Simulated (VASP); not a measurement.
Input of a VASP 6.6.1 run:

Contents of INCAR:

```
SYSTEM = H6CSO
ALGO = Normal
EDIFF = 1E-6
ENCUT = 520
GGA = PE
ISIF = 2
ISMEAR = -1
LASPH = .TRUE.
LCHARG = .FALSE.
LREAL = Auto
LWAVE = .FALSE.
NBANDS = 68
NELM = 100
PREC = Accurate
SIGMA = 0.05
```

The input KPOINTS:

```
k-points
0
G
  1 1 1
  0 0 0
```

The input POSCAR:

```
H6CSO
1.0
    7.9791120000      0.0000000000      0.0000000000
    0.0000000000      7.9791120000      0.0000000000
    0.0000000000      0.0000000000      7.9791120000
S H C O
4 24 4 4
Direct
    0.6802887339      0.3063874777      0.6829832693
   -0.0989458476      0.4067119248      0.2499275609
    0.7113322886      0.9939827891      0.2169289014
    0.0532640725      0.7636689396      1.0248383529
    0.6876203768      0.3316910453      0.5106833943
    0.6283405973      0.1457555678      0.6619282948
   -0.0300534696      0.5368141217      0.3316659799
   -0.0177338030      0.2902703960      0.3371678452
    0.7500208043      0.8509844203      0.3047832892
    0.8013799029      0.9302914911      0.0882053040
    0.1391382901      0.6652244009      0.9226465301
    0.1702445084      0.8886828509      1.0118419193
    0.4157981490      0.7433784612      0.8880812802
    0.4639112723      0.3969739991      0.8906755539
    0.6232523118      0.6746866067      0.9527501306
    0.5530189324      0.6373641578      0.7448197243
    0.2302762513      0.1632512490      0.2621970966
    0.4530454015      0.0313819382      0.1088842969
    0.2520831892      0.3034924187      0.0842950945
    0.1071798466      0.1531749398      0.0668996751
    0.9675512764      0.6693226013      0.6359604928
    1.1127052735      0.9301035002      0.4678214819
    0.9740557596      0.9028698933      0.6891994999
    0.7963041501      0.8071198900      0.5655892535
    0.3627972637      0.2696665995      0.6295813369
    0.0130089664      0.1583634871      0.6442822209
    0.1898958180      0.3978262243      0.6079247916
    0.2466565202      0.2871246825      0.8057914214
    0.5072118301      0.6395448516      0.8817397224
    0.2351013496      0.1753327939      0.1262170527
    0.9372220869      0.8053903743      0.5951288815
    0.2322188233      0.2835403238      0.6696985830
    0.4086294314      0.4978749515      0.9268073941
    0.3558416024      0.0601445374      0.0429872397
    1.0384363573      0.8369227052      0.4483330977
    0.1229209466      0.1511195732      0.5998787835
```

Potentials or basis: VASP PAW PBE potentials, release 64 (S, H, C, O).

Run with:

```sh
$ cat potpaw_PBE.64/S/POTCAR potpaw_PBE.64/H/POTCAR potpaw_PBE.64/C/POTCAR potpaw_PBE.64/O/POTCAR > POTCAR
$ mpirun -np 1 vasp_gam > vasp.out
```

**Question.** What does it give for the largest force?

**Answer.** 2.540 eV/Å.

**Question.** Estimate the pressure.

**Answer.** -0.2 GPa.

Forces on the atoms (eV/Å):
```
S    0.315 -0.441 -0.785
S   -0.580  0.242 -0.323
S    0.195 -0.538  0.354
S   -0.129  0.565  0.439
H    0.046 -0.009  0.670
H    0.081  0.166  0.068
H    0.230  0.112  0.057
H    0.249 -0.263  0.402
H   -0.248  0.556 -0.158
H    0.016  0.135 -0.243
H    0.293 -0.471 -0.428
H   -0.054 -0.204  0.091
H    0.496  0.115  0.091
H    0.519 -0.477 -0.205
H   -0.657 -0.671  0.337
H   -0.560 -0.244  1.015
H    0.063 -0.107  0.127
H    0.493  0.000  0.850
H    0.748  0.557  0.356
H    0.867 -0.535  0.748
H   -0.361  1.570  0.055
H    0.123  0.569  0.430
H   -0.558 -0.969  0.007
H    1.144  0.241  0.196
H   -0.174 -0.646 -0.533
H   -1.366  0.563  0.745
H   -0.069  0.639  0.582
H   -0.917 -0.012  0.067
C    0.072  1.016 -1.636
C   -0.348 -0.854 -1.631
C    0.459 -0.738 -0.174
C   -0.470 -0.519 -1.026
O    0.335  0.617  0.479
O   -1.898  0.917 -0.443
O   -0.887 -0.969 -0.397
O    2.532  0.088 -0.183
```

Caveat: the k points lie up to 0.79 Å⁻¹ apart.
